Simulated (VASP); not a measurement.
The system is Cu.

```
Cu
1.0
     2.53076    0.00000    0.00000
    -1.26538    2.19171    0.00000
     0.00000    0.00000    8.26182
Cu
4
Direct
  0.00000 0.00000 0.00000
  0.00000 0.00000 0.50000
  0.33333 0.66667 0.25000
  0.66667 0.33333 0.75000
```

- Program: VASP 6.6.1
- Task: relaxation of cell and atoms
- Functional: PBEsol
- Dispersion: D3(BJ)
- Potentials or basis: VASP PAW PBE potentials, release 64 (Cu)
- Cutoff: 600 eV
- k mesh: 11 × 11 × 3
- Occupations: methfessel-paxton, width 0.1 eV
- Spin: no spin polarisation

At the start: pressure -9.0 GPa; volume 11.46 Å³/atom.

Problem. Where does the relaxation end?

Solution. Over 6 steps the energy falls by 19.1 meV/atom and the volume is 10.85 Å³/atom (-5.3 %); space group P6_3/mmc (No. 194, to 0.05 Å).

The path:
```
step  energy change (eV)  largest force (eV/Å)  pressure (GPa)  volume (Å³)
   1              0.0000                0.0000           -8.98        45.83
   2             -0.0364                0.0000            8.07        41.70
   3             -0.0761                0.0000            0.09        43.33
   4             -0.0760                0.0000           -0.20        43.38
   5             -0.0763                0.0000           -0.25        43.38
   6             -0.0763                0.0000           -0.13        43.38
```

Final structure:
```yaml
crystal:
  lattice:
    - [2.47977, 0.00000, 0.00000]
    - [-1.23988, 2.14754, 0.00000]
    - [0.00000, 0.00000, 8.14613]
  atoms:
    - { symbol: Cu, position: [0.00000, 0.00000, 0.00000] }
    - { symbol: Cu, position: [0.00000, 0.00000, 0.50000] }
    - { symbol: Cu, position: [0.33333, 0.66667, 0.25000] }
    - { symbol: Cu, position: [0.66667, 0.33333, 0.75000] }
```

Caveat: the PAW data sets were made with another functional, which shifts forces and pressure a little; pairwise dispersion overbinds metals, which lowers pressure and volume.
